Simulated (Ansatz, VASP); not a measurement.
KBr in VASP and in Ansatz

Contents of POSCAR:

```
KBr
1.0
    0.0000000000      3.7805067765      3.4939996362
    3.7805067765      0.0000000000      3.4939996362
    3.7805067765      3.7805067765      0.0000000000
K Br
1 1
Direct
    0.0000000000      0.0000000000      0.0000000000
    0.2500000000      0.2500000000      0.2500000000
```

Contents of INCAR.step1:

```
  PREC = Accurate
  ENCUT = 520
  EDIFF = 1E-5
  ISMEAR = 0
  SIGMA = 0.01
  LREAL = False
  LASPH = True
  NELM = 100
  ALGO = Normal
  ISIF = 2
  LWAVE = True
  LCHARG = False
  GGA = PE
  NBANDS = 15
```

INCAR.step2

```
  PREC = Accurate
  ENCUT = 520
  EDIFF = 1E-6
  ISMEAR = 0
  SIGMA = 0.01
  LREAL = False
  LASPH = True
  NELM = 100
  ALGO = Normal
  ISIF = 2
  LWAVE = False
  LCHARG = False
  GGA = PE
  LHFCALC = True
  HFSCREEN = 0.2079
  PRECFOCK = Normal
  ISTART = 1
  NBANDS = 15
```

The input KPOINTS:

```
Automatic mesh
0
Gamma
  4 4 4
```

Input for Ansatz:

```yaml
crystal:
  lattice:
    - [0.0, 3.7805067765, 3.4939996362]
    - [3.7805067765, 0.0, 3.4939996362]
    - [3.7805067765, 3.7805067765, 0.0]
  atoms:
    - { symbol: K, position: [0.0, 0.0, 0.0] }
    - { symbol: Br, position: [0.25, 0.25, 0.25] }
kpoints:
  mp_grid: { grid: [4, 4, 4] }
  band_path:
    path:
      - [0.0, 0.0, 0.0]
      - [-0.5, -0.5, 0.0]
      - [-0.375, -0.375, 0.25]
      - [-0.375, 0.0, 0.375]
      - [0.0, 0.0, 0.5]
      - [-0.5, -0.25, 0.25]
    npoints: 1
hamiltonian:
  xc: hse06
scf:
  occupations: { method: fixed }
  n_extra_bands: 4
output:
  forces: true
  stress: true
  eigenvalues: true
```

Change from the starting cell: epitaxial_xy strain +2.5%.

Alike in both runs: task single point; functional HSE06; k mesh 4 × 4 × 4; no spin polarisation.

```csv
,VASP,Ansatz
version,VASP 6.6.1,Ansatz 0.2.0
potentials or method,"VASP PAW PBE potentials, release 64 (K_sv, Br)","plane waves, PAW"
plane-wave cutoff (eV),520,420
occupations,"gaussian, width 0.01 eV",fixed
valence electrons in the cell,16,16
```

```tsv
	VASP	Ansatz	Ansatz less VASP
gap on the k mesh at the Fermi level (eV)	5.36	5.36	+0.001
pressure (GPa)	0.2	0.2	-0.02
```

Ansatz's warnings: stress exchange threshold loose, stress scf threshold loose.
